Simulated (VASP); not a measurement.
Wanted: the native input for a VASP 6.6.1 run.

```yaml
Task: relaxation of shape and atoms at fixed volume
Functional: PBEsol
Potentials_or_basis: VASP PAW PBE potentials, release 64 (Ti_sv, B)
Cutoff: 600 eV
k_mesh: 18 × 18 × 14
Occupations: gaussian, width 0.1 eV
Spin: no spin polarisation
Dipole_correction: no
Further_INCAR_settings: ALGO = Normal; EDIFF = 1e-06; IBRION = 2; EDIFFG = -0.01; NSW = 50; ISIF = 4
```

The structure of TiB2 lies in POSCAR:

```
TiB2
1.0
    2.9867276312      0.0000000000      0.0000000000
   -1.4933638156      2.5865820028      0.0000000000
    0.0000000000      0.0000000000      3.1536187549
Ti B
1 2
Direct
    0.0000000000      0.0000000000      0.0000000000
    0.3333333333      0.6666666667      0.5000000000
    0.6666666667      0.3333333333      0.5000000000
```

This cell differs from its parent crystal: volume scaled by 0.97.

One way to write it, as run:

INCAR

```
SYSTEM = TiB2
PREC = Accurate
ENCUT = 600
EDIFF = 1E-6
ISMEAR = 0
SIGMA = 0.1
LREAL = .FALSE.
LASPH = .TRUE.
NELM = 100
ALGO = Normal
ISIF = 4
LWAVE = .FALSE.
LCHARG = .FALSE.
GGA = PS
IBRION = 2
NSW = 50
EDIFFG = -0.01
```

KPOINTS

```
Automatic mesh
0
G
  18 18 14
  0 0 0
```

Potentials or basis: VASP PAW PBE potentials, release 64 (Ti_sv, B).

Launch:

```bash
$ cat potpaw_PBE.64/Ti_sv/POTCAR potpaw_PBE.64/B/POTCAR > POTCAR
$ mpirun -np 1 vasp_std > vasp.out
```

It gave:

```yaml
Energy_gained_by_relaxing: 0.1 meV/atom
Ionic_steps: 2
Pressure_after_relaxing: 8.8 GPa
Band_gap_on_the_k_mesh: zero (band 9 reaches 10.85 eV, above the bottom of band 10 at 10.19 eV)
```

Caveat: the PAW data sets were made with another functional, which shifts forces and pressure a little.

It took 83 s on 1 thread of Intel Xeon 6975P-C (shared host), peak memory 0.25 GiB.
